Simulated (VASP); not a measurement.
Wanted: the native input for a VASP 6.6.1 run.

```yaml
Task: relaxation of cell and atoms
Functional: LDA
Potentials_or_basis: VASP PAW LDA potentials, release 64 (K_sv, Br)
Cutoff: 600 eV
k_mesh: 6 × 6 × 6
Occupations: gaussian, width 0.02 eV
Spin: no spin polarisation
Dipole_correction: no
Further_INCAR_settings: ALGO = Normal; EDIFF = 1e-06; IBRION = 2; EDIFFG = -0.005; NSW = 100; ISIF = 3
```

The structure of KBr lies in POSCAR:

```
KBr
1.0
    0.0000000000      3.1871867707      3.1871867707
    3.1871867707      0.0000000000      3.1871867707
    3.1871867707      3.1871867707      0.0000000000
K Br
1 1
Direct
    0.0000000000      0.0000000000      0.0000000000
    0.5000000000      0.5000000000      0.5000000000
```

The input as run:

INCAR

```
SYSTEM = KBr
  ALGO = Normal
  EDIFF = 1E-6
  EDIFFG = -0.005
  ENCUT = 600
  IBRION = 2
  ISIF = 3
  ISMEAR = 0
  LASPH = .True.
  LCHARG = .False.
  LREAL = .False.
  LWAVE = .False.
  NELM = 80
  NSW = 100
  PREC = Accurate
  SIGMA = 0.02
```

KPOINTS

```
k-points
0
Gamma
  6 6 6
  0 0 0
```

Potentials or basis: VASP PAW LDA potentials, release 64 (K_sv, Br).

Command:

```console
$ cat potpaw_LDA.64/K_sv/POTCAR potpaw_LDA.64/Br/POTCAR > POTCAR
$ mpirun -np 1 vasp_std > vasp.out
```

It gave:

```yaml
Relaxed_volume: 32.51 Å³/atom
Relaxed_cell: a = 4.514 Å, b = 4.514 Å, c = 4.514 Å, α = 60.00°, β = 60.00°, γ = 60.00°
Space_group_after_relaxing_to_0.05_Å: Fm-3m (No. 225)
Energy_gained_by_relaxing: 0.0 meV/atom
Ionic_steps: 7
Pressure_after_relaxing: 0.0 GPa
Band_gap_on_the_k_mesh: 4.31 eV, direct
```

It took 20 s on 1 thread of Intel(R) Xeon(R) 6975P-C (Granite Rapids), on a shared host, peak memory 0.18 GiB.
